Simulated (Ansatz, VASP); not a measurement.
# CuO: VASP beside Ansatz

INCAR

```
SYSTEM = CuO
PREC = Accurate
ENCUT = 520
EDIFF = 1E-6
ISMEAR = 0
SIGMA = 0.024
LREAL = .FALSE.
LASPH = .TRUE.
NELM = 60
ALGO = Normal
ISIF = 2
LWAVE = .FALSE.
LCHARG = .FALSE.
GGA = PE
NBANDS = 25
```

KPOINTS

```
Automatic mesh
0
G
  10 10 5
  0 0 0
```

The input POSCAR:

```
CuO
1.0
    2.3418500000     -1.7113000000      0.0000000000
    2.3418500000      1.7113000000      0.0000000000
   -0.8500274268      0.0000000000      5.0578693947
Cu O
2 2
Direct
    0.5000000000      0.0000000000      0.5000000000
    0.0000000000      0.5000000000      0.0000000000
    0.4184000000      0.5816000000      0.7500000000
    0.5816000000      0.4184000000      0.2500000000
```

File input.yaml:

```yaml
crystal:
  lattice:
    - [2.34185, -1.7113, 0.0]
    - [2.34185, 1.7113, 0.0]
    - [-0.8500274268, 0.0, 5.0578693947]
  atoms:
    - { symbol: Cu, position: [0.5, 0.0, 0.5] }
    - { symbol: Cu, position: [0.0, 0.5, 0.0] }
    - { symbol: O, position: [0.4184, 0.5816, 0.75] }
    - { symbol: O, position: [0.5816, 0.4184, 0.25] }
hamiltonian:
  xc: pbe
  pseudopotentials: { kind: paw }
kpoints:
  mp_grid: { grid: [10, 10, 5] }
scf:
  occupations: { method: gaussian, width: 0.024 }
output:
  forces: true
  stress: true
  eigenvalues: true
```

Alike in both runs: task single point; functional PBE; k mesh 10 × 10 × 5; occupations gaussian, width 0.024 eV; no spin polarisation.

|  | VASP | Ansatz |
| --- | --- | --- |
| version | VASP 6.6.1 | Ansatz 0.2.0 |
| potentials or method | VASP PAW PBE potentials, release 64 (Cu, O) | Ansatz PAW |
| plane-wave cutoff (eV) | 520 | 420 |
| valence electrons in the cell | 34 | 50 |

```tsv
	VASP	Ansatz	Ansatz less VASP
gap on the k mesh at the Fermi level (eV)	none	none	-
pressure (GPa)	6.4	5.7	-0.74
traceless stress, the component that is largest in VASP (GPa)	-1.34	-1.28	+0.063
rms of the force components (eV/Å)	0.089	0.107	+0.0178
```

Atom by atom the forces differ by 0.018 eV/Å (rms over components). A gap of «none» marks a metal or a gap that the smearing closes. The functional is the same, so the differences come from potentials, cutoffs and numerics. VASP's potentials hold 34 valence electrons a cell and Ansatz's 50, so a difference there can come from the potentials and not from the codes.
